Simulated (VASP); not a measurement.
TlOs:

```
Tl Os
1.0
     0.00000    3.57212    3.57212
     3.57212    0.00000    3.57212
     3.57212    3.57212    0.00000
Tl Os
2 2
Direct
  0.50000 0.50000 0.50000
  0.75000 0.75000 0.75000
  0.00000 0.00000 0.00000
  0.25000 0.25000 0.25000
```

| Item | Value |
| --- | --- |
| Program | VASP 6.6.1 |
| Task | relaxation of cell and atoms |
| Functional | PBE |
| Potentials or basis | VASP PAW PBE potentials, release 64 (Tl_d, Os) |
| Cutoff | 600 eV |
| k mesh | 4 × 4 × 4 |
| Occupations | gaussian, width 0.1 eV |
| Spin | no spin polarisation |

At the start: pressure -16.1 GPa; volume 22.79 Å³/atom.

Task: How do energy, volume and symmetry change on relaxing?

Result: Over 4 steps the energy falls by 236.0 meV/atom and the volume is 18.96 Å³/atom (-16.8 %); space group Fd-3m (No. 227, to 0.05 Å).

Step by step:
| step | energy change (eV) | largest force (eV/Å) | pressure (GPa) | volume (Å³) |
| --- | --- | --- | --- | --- |
| 1 | 0.0000 | 0.0000 | -16.13 | 91.16 |
| 2 | 0.1514 | 0.0000 | 36.01 | 64.11 |
| 3 | -0.9433 | 0.0000 | -0.60 | 76.14 |
| 4 | -0.9439 | 0.0000 | -0.04 | 75.86 |

Final structure:
```xyz
4
Lattice="0.0000 3.3599 3.3599 3.3599 0.0000 3.3599 3.3599 3.3599 0.0000" Properties=species:S:1:pos:R:3 pbc="T T T"
Tl    3.3599    3.3599    3.3599
Tl    5.0399    5.0399    5.0399
Os    6.7198    6.7198    6.7198
Os    1.6800    1.6800    1.6800
```

Caveat: the k points lie up to 0.40 Å⁻¹ apart in the final cell; the volume moved by over 15 % at a fixed basis, so the end points are rough.
